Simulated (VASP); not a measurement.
Here is a VASP 6.6.1 calculation.

The input INCAR:

```
PREC = Accurate
ENCUT = 520
EDIFF = 1E-6
ISMEAR = 0
SIGMA = 0.05
LREAL = False
LASPH = True
NELM = 60
ALGO = Normal
ISIF = 2
LWAVE = False
LCHARG = True
GGA = PE
LELF = True
LVHAR = True
NBANDS = 28
```

File KPOINTS:

```
regular mesh
0
Gamma
  8 8 8
```

File POSCAR:

```
SrTiO3
1.0
    3.9364035669      0.0000000000      0.0000000000
    0.0000000000      3.9364035669     -0.0393640357
    0.0000000000     -0.0393640357      3.9364035669
Sr Ti O
1 1 3
Direct
    0.0000000000      0.0000000000      0.0000000000
    0.5000000000      0.5000000000      0.5000000000
    0.0000000000      0.5000000000      0.5000000000
    0.5000000000      0.0000000000      0.5000000000
    0.5000000000      0.5000000000      0.0000000000
```

Potentials or basis: VASP PAW PBE potentials, release 64 (Sr_sv, Ti_sv, O).

Run with:

```sh
$ cat potpaw_PBE.64/Sr_sv/POTCAR potpaw_PBE.64/Ti_sv/POTCAR potpaw_PBE.64/O/POTCAR > POTCAR
$ mpirun -np 1 vasp_std > vasp.out
```

Task: What does it give for the pressure?

Result: 0.7 GPa.

Task: Predict the band gap on the k mesh.

Result: 1.76 eV (least direct gap 2.09 eV).

Stress tensor (GPa, compression positive):
```
0.67 0.00 0.00
0.00 0.68 2.20
0.00 2.20 0.68
```

Caveat: the cell differs from its parent crystal (strain -0.0200 x Voigt [0, 0, 0, 1, 0, 0]). A k mesh can miss the band edges.
